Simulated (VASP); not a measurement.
WC, 2 atoms in the cell. Symmetry: P-6m2, No. 187, hexagonal system. The conventional cell has a = 2.898 Å, b = 2.898 Å, c = 2.913 Å, α = 90.00°, β = 90.00°, γ = 120.00°. W (site symmetry -6m2) has 6 C at 2.22 Å and 6 W at 2.90 Å within 2.9 Å. C (site symmetry -6m2) has 6 W at 2.22 Å and 6 C at 2.90 Å within 2.9 Å.  This cell differs from its parent crystal: strain along c alone, the other axes held: +3.0 %.

| Item | Value |
| --- | --- |
| Program | VASP 6.6.1 |
| Task | single point |
| Functional | PBEsol |
| Potentials or basis | VASP PAW PBE potentials, release 64 (W_sv, C) |
| Cutoff | 520 eV |
| k mesh | 24 × 24 × 18 |
| Occupations | gaussian, width 0.1 eV |
| Spin | no spin polarisation |
| Dipole correction | no |
| Further INCAR settings | ALGO = Normal; EDIFF = 1e-07; NBANDS = 16 |

Potentials or basis: VASP PAW PBE potentials, release 64 (W_sv, C).

Run with:

```console
$ cat potpaw_PBE.64/W_sv/POTCAR potpaw_PBE.64/C/POTCAR > POTCAR
$ mpirun -np 1 vasp_std > vasp.out
```

Hardware: 1 thread of Intel(R) Xeon(R) Platinum 8259CL CPU @ 2.50GHz (Skylake/Cascade Lake) (shared host).

How long does it take, and how much memory?

Wall time 100 s on 1 thread of Intel(R) Xeon(R) Platinum 8259CL CPU @ 2.50GHz (Skylake/Cascade Lake), on a shared host, peak memory 0.31 GiB. Counts: scf iterations 13, k points 610.
